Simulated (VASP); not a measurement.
# CdTe (F-43m) in VASP: single point with PBE

Aim: the single point of CdTe with PBE.

Program: VASP 6.6.1. These are calculated values, not measurements. Logs are shortened: lines on timing, memory, paths and dates and some standing lists are left out, and cuts for length are marked.

### Step 1. The cell of the first run

Symmetry: F-43m, No. 216, cubic system. Conventional cell: a = 6.410 Å, b = 6.410 Å, c = 6.410 Å, α = 90.00°, β = 90.00°, γ = 90.00°. Within 3.7 Å of Cd (site symmetry -43m) lie 4 Te at 2.78 Å. Within 3.7 Å of Te (site symmetry -43m) lie 4 Cd at 2.78 Å.

### Step 2. Single point, PBE

INCAR

```
ALGO = Normal
EDIFF = 1E-6
ENCUT = 500
GGA = PE
GGA_COMPAT = F
ISIF = 2
ISMEAR = 1
LASPH = T
LCHARG = F
LREAL = F
LWAVE = F
NBANDS = 16
NELM = 120
PREC = Accurate
SIGMA = 0.15
```

KPOINTS

```
k-points
0
Gamma
  6 6 6
```

POSCAR

```
CdTe
1.0
    0.0000000000      3.2050000000      3.2050000000
    3.2050000000      0.0000000000      3.2050000000
    3.2050000000      3.2050000000      0.0000000000
Cd Te
1 1
Direct
    0.0000000000      0.0000000000      0.0000000000
    0.2500000000      0.2500000000      0.2500000000
```

Potentials or basis: VASP PAW PBE potentials, release 64 (Cd, Te).

Started as:

```
> cat potpaw_PBE.64/Cd/POTCAR potpaw_PBE.64/Te/POTCAR > POTCAR
> mpirun -np 1 vasp_std > vasp.out
```

OUTCAR:

```text
EDIFF = 1E-6
   ENCUT = 500
   GGA = PE
   ISIF = 2
   ISMEAR = 1
   LASPH = T
   LREAL = F
   NELM = 120
   PREC = Accurate

 ion  position               nearest neighbor table
   1  0.000  0.000  0.000-   2 2.78   2 2.78   2 2.78   2 2.78
   2  0.250  0.250  0.250-   1 2.78   1 2.78   1 2.78   1 2.78

  LATTYP: Found a face centered cubic cell.
 ALAT       =     6.4100000000

  Lattice vectors:

 A1 = (   0.0000000000,   3.2050000000,   3.2050000000)
 A2 = (   3.2050000000,   0.0000000000,   3.2050000000)
 A3 = (   3.2050000000,   3.2050000000,   0.0000000000)

Analysis of symmetry for initial positions (statically):
=====================================================================
 Subroutine PRICEL returns:
 Original cell was already a primitive cell.

 Routine SETGRP: Setting up the symmetry group for a
 face centered cubic supercell.

 Subroutine GETGRP returns: Found 24 space group operations
 (whereof 24 operations were pure point group operations)
 out of a pool of 48 trial point group operations.

The static configuration has the point symmetry T_d .

Analysis of symmetry for dynamics (positions and initial velocities):
=====================================================================
 Subroutine PRICEL returns:
 Original cell was already a primitive cell.

 Routine SETGRP: Setting up the symmetry group for a
 face centered cubic supercell.

 Subroutine GETGRP returns: Found 24 space group operations
 (whereof 24 operations were pure point group operations)
 out of a pool of 48 trial point group operations.

The dynamic configuration has the point symmetry T_d .

 Subroutine INISYM returns: Found 24 space group operations
 (whereof 24 operations are pure point group operations),
 and found     1 'primitive' translations

----------------------------------------------------------------------------------------

                                     Primitive cell

  volume of cell :      65.8437

  direct lattice vectors                    reciprocal lattice vectors
     0.000000000  3.205000000  3.205000000    -0.156006240  0.156006240  0.156006240
     3.205000000  0.000000000  3.205000000     0.156006240 -0.156006240  0.156006240
     3.205000000  3.205000000  0.000000000     0.156006240  0.156006240 -0.156006240

  length of vectors
     4.532554467  4.532554467  4.532554467     0.270210734  0.270210734  0.270210734

  position of ions in fractional coordinates (direct lattice)
     0.000000000  0.000000000  0.000000000
     0.250000000  0.250000000  0.250000000

  ion indices of the primitive-cell ions
   primitive index   ion index
                 1           1
                 2           2

----------------------------------------------------------------------------------------

 KPOINTS: k-points

Automatic generation of k-mesh.
 Grid dimensions read from file:
 generate k-points for:    6    6    6

 Generating k-lattice:

  Cartesian coordinates                     Fractional coordinates (reciprocal lattice)
    -0.026001040  0.026001040  0.026001040     0.166666667  0.000000000  0.000000000
     0.026001040 -0.026001040  0.026001040     0.000000000  0.166666667  0.000000000
     0.026001040  0.026001040 -0.026001040     0.000000000  0.000000000  0.166666667

  Length of vectors
     0.045035122  0.045035122  0.045035122

  Shift w.r.t. Gamma in fractional coordinates (k-lattice)
     0.000000000  0.000000000  0.000000000

 Subroutine IBZKPT returns following result:
 ===========================================

 Found     16 irreducible k-points:

 Following reciprocal coordinates:
            Coordinates               Weight
  0.000000  0.000000  0.000000      1.000000
  0.166667  0.000000  0.000000      8.000000
  0.333333  0.000000  0.000000      8.000000
  0.500000  0.000000  0.000000      4.000000
  0.166667  0.166667  0.000000      6.000000
  0.333333  0.166667  0.000000     24.000000
[... 8 lines left out ...]
 -0.333333  0.333333  0.166667     24.000000
 -0.333333  0.500000  0.166667     12.000000
   k-points           NKPTS =     16   k-points in BZ     NKDIM =     16   number of bands    NBANDS=     16
   number of dos      NEDOS =    301   number of ions     NIONS =      2
   total plane-waves  NPLWV =  46656
   dimension x,y,z NGX =    36 NGY =   36 NGZ =   36
   dimension x,y,z NGXF=    72 NGYF=   72 NGZF=   72
   ions per type =               1   1
   NGX,Y,Z   is equivalent  to a cutoff of  13.20, 13.20, 13.20 a.u.
   NGXF,Y,Z  is equivalent  to a cutoff of  26.41, 26.41, 26.41 a.u.
 SYSTEM =  unknown system
   PREC   = accura    normal or accurate (medium, high low for compatibility)
   ISTART =      0    job   : 0-new  1-cont  2-samecut
   ICHARG =      2    charge: 1-file 2-atom 10-const
   ISPIN  =      1    spin polarized calculation?
   LNONCOLLINEAR =      F non collinear calculations
   LSORBIT =      F    spin-orbit coupling
   LASPH  =      T    aspherical Exc in radial PAW
   ENCUT  =  500.0 eV  36.75 Ry    6.06 a.u.   8.26  8.26  8.26*2*pi/ulx,y,z
   NELM   =    120;   NELMIN=  2; NELMDL= -5     # of ELM steps
   EDIFF  = 0.1E-05   stopping-criterion for ELM
   LREAL  =      F    real-space projection
   EDIFFG = 0.1E-04   stopping-criterion for IOM
   NSW    =      0    number of steps for IOM
   IBRION =     -1    ionic relax: 0-MD 1-quasi-New 2-CG
   NFREE  =      0    steps in history (QN), initial steepest desc. (CG)
   ISIF   =      2    stress and relaxation
   ISYM   =      2    0-nonsym 1-usesym 2-fastsym
   POTIM  = 0.5000    time-step for ionic-motion
   TEBEG  =    0.0;   TEEND  =   0.0 temperature during run
   PSTRESS=    0.0 pullay stress
   NELECT =      18.0000    total number of electrons
   NUPDOWN=      -1.0000    fix difference up-down
   EMIN   =  10.00;   EMAX   =-10.00  energy-range for DOS
   EFERMI =   0.00;   METHOD = LEGACY
   ISMEAR =     1;   SIGMA  =   0.15  broadening in eV -4-tet -1-fermi 0-gaus
   EFERMI_NEDOS =   21; number of points for ismear=-14 and -15
   IALGO  =     38    algorithm
   IMIX   =      4    mixing-type and parameters
     AMIX     =   0.40;   BMIX     =  1.00
     AMIX_MAG =   1.60;   BMIX_MAG =  1.00
  volume/ion in A,a.u.               =      32.92       222.17
  Fermi-wavevector in a.u.,A,eV,Ry     =   1.062497  2.007828 15.359610  1.128899
  Thomas-Fermi vector in A             =   2.197950
   LORBIT       =      0    0 simple, 1 ext, 2 COOP (PROOUT), +10 PAW based schemes
   GGA     = PE    functional components
   LHFCALC =     F    Hartree Fock is set to
   AEXX    =    0.0000 exact exchange contribution
   IVDW    =     0    specifies the selected vdW correction
   LEPSILON=     F    determine dielectric tensor
   LRPA    =     F    only Hartree local field effects (RPA)
 non-spin polarized calculation
 Methfessel and Paxton  Order N= 1 SIGMA  =   0.15
  energy-cutoff  :      500.00
  volume of cell :       65.84
 maximum number of plane-waves:      1687
 NGX is ok and might be reduce to    36
   NGX = 17   NGY = 17   NGZ = 17

 number of electron      17.9999995 magnetization

 Free energy of the ion-electron system (eV)
  ---------------------------------------------------
  ext. energy  EPLUGINS =         0.00000000
  ---------------------------------------------------
  free energy    TOTEN  =        -4.72093335 eV

  energy without entropy =       -4.72111676  energy(sigma->0) =       -4.72099448

 E-fermi :   2.7791     XC(G=0):  -8.7306

 val. band max:        2.6580220890   @ k =   0.0000   0.0000   0.0000
 cond. band min:       3.5295900578   @ k =   0.0000   0.0000   0.0000
 fundamental gap:      0.8715679687
 Fermi energy:         2.7790528492

 k-point     1 :       0.0000    0.0000    0.0000
  band No.  band energies     occupation
      1      -8.7099      2.00000
      2      -5.7529      2.00000
      3      -5.7529      2.00000
      4      -5.7529      2.00000
      5      -5.4674      2.00000
      6      -5.4674      2.00000
[... 8 lines left out ...]
     15      12.0711      0.00000
     16      12.0711      0.00000

 k-point     2 :       0.1667    0.0000    0.0000
  band No.  band energies     occupation
      1      -8.6024      2.00000
      2      -5.7324      2.00000
      3      -5.7324      2.00000
      4      -5.6664      2.00000
      5      -5.4687      2.00000
      6      -5.4687      2.00000
[... 8 lines left out ...]
     15      11.1483      0.00000
     16      11.1483      0.00000

 k-point     3 :       0.3333    0.0000    0.0000
  band No.  band energies     occupation
      1      -8.3873      2.00000
      2      -5.6972      2.00000
      3      -5.6972      2.00000
      4      -5.4644      2.00000
      5      -5.4644      2.00000
      6      -5.3664      2.00000
[... 8 lines left out ...]
     15      11.5790      0.00000
     16      11.5790      0.00000

 k-point     4 :       0.5000    0.0000    0.0000
  band No.  band energies     occupation
      1      -8.2822      2.00000
      2      -5.6836      2.00000
      3      -5.6836      2.00000
      4      -5.4575      2.00000
      5      -5.4575      2.00000
      6      -5.0868      2.00000
[... 8 lines left out ...]
     15      13.0459      0.00000
     16      13.0459      0.00000
[... 172 lines left out ...]
 k-point    14 :       0.5000    0.3333    0.1667
  band No.  band energies     occupation
      1      -8.2517      2.00000
      2      -5.6478      2.00000
      3      -5.6403      2.00000
      4      -5.5145      2.00000
      5      -5.4538      2.00000
      6      -5.1308      2.00000
[... 8 lines left out ...]
     15      13.0545      0.00000
     16      14.2210      0.00000

 k-point    15 :      -0.3333    0.3333    0.1667
  band No.  band energies     occupation
      1      -8.1859      2.00000
      2      -5.6398      2.00000
      3      -5.6239      2.00000
      4      -5.4947      2.00000
      5      -5.4647      2.00000
      6      -4.9190      2.00000
[... 8 lines left out ...]
     15      13.2619      0.00000
     16      13.9887      0.00000

 k-point    16 :      -0.3333    0.5000    0.1667
  band No.  band energies     occupation
      1      -8.1538      2.00000
      2      -5.6107      2.00000
      3      -5.6066      2.00000
      4      -5.5204      2.00000
      5      -5.4539      2.00000
      6      -4.8651      2.00000
[... 8 lines left out ...]
     15      13.8581      0.00000
     16      14.1565      0.00000

------------------------ aborting loop because EDIFF is reached ----------------------------------------

  FORCE on cell =-STRESS in cart. coord.  units (eV):
  Direction    XX          YY          ZZ          XY          YZ          ZX
  --------------------------------------------------------------------------------------
  -------------------------------------------------------------------------------------
  Total        1.8104738      1.8104738      1.8104738      0.0000000      0.0000000      0.0000000
  in kB       44.0543424     44.0543424     44.0543424      0.0000000      0.0000000      0.0000000
  external PRESSURE =      44.0543424 kB  Pullay stress =       0.0000000 kB

 VOLUME and BASIS-vectors are now :
 -----------------------------------------------------------------------------
  energy-cutoff  :      500.00
  volume of cell :       65.84
      direct lattice vectors                 reciprocal lattice vectors
     0.000000000  3.205000000  3.205000000    -0.156006240  0.156006240  0.156006240
     3.205000000  0.000000000  3.205000000     0.156006240 -0.156006240  0.156006240
     3.205000000  3.205000000  0.000000000     0.156006240  0.156006240 -0.156006240

 POSITION                                       TOTAL-FORCE (eV/Angst)
 -----------------------------------------------------------------------------------
      0.00000      0.00000      0.00000        -0.000000     -0.000000      0.000000
      1.60250      1.60250      1.60250         0.000000      0.000000     -0.000000
 -----------------------------------------------------------------------------------
    total drift:                                0.000000      0.000000      0.000000

  FREE ENERGIE OF THE ION-ELECTRON SYSTEM (eV)
  ---------------------------------------------------
  free  energy   TOTEN  =        -4.7209333458 eV

  energy  without entropy=       -4.7211167566  energy(sigma->0) =       -4.72099448
```

Wall time 9.4 s (1 thread of Intel Xeon 6975P-C (Granite Rapids), shared host); peak memory 0.2 GiB.

Results:

| Property | Result |
| --- | --- |
| Free energy | -4.7209 eV |
| Pressure | 4.4 GPa |
| Band gap on the k mesh | 0.87 eV, direct |

Caveat: spin-orbit coupling is left out, which moves the levels of the heavy elements.
